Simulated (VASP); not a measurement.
Input of a VASP 6.6.1 run:

Contents of INCAR:

```
ALGO = Fast
EDIFF = 1E-7
EDIFFG = -0.01
ENCUT = 600
GGA = PE
IBRION = 2
ISIF = 4
ISMEAR = 0
LASPH = T
LCHARG = F
LREAL = F
LWAVE = F
NELM = 100
NSW = 50
PREC = Accurate
SIGMA = 0.1
```

KPOINTS

```
k-points
0
Gamma
  24 24 14
```

The input POSCAR:

```
Cu
1.0
    2.6477726613      0.0000000000      0.0000000000
   -1.3238863307      2.2930383881      0.0000000000
    0.0000000000      0.0000000000      4.3368865126
Cu
2
Direct
    0.6666666667      0.3333333333      0.7500000000
    0.3333333333      0.6666666667      0.2500000000
```

Potentials or basis: VASP PAW PBE potentials, release 64 (Cu).

The run is started by

```console
$ cat potpaw_PBE.64/Cu/POTCAR > POTCAR
$ mpirun -np 1 vasp_std > vasp.out
```

(1) What does it give for the band gap on the k mesh?

Results:

(1) zero (bands 11 and 12 overlap by 5.63 eV).
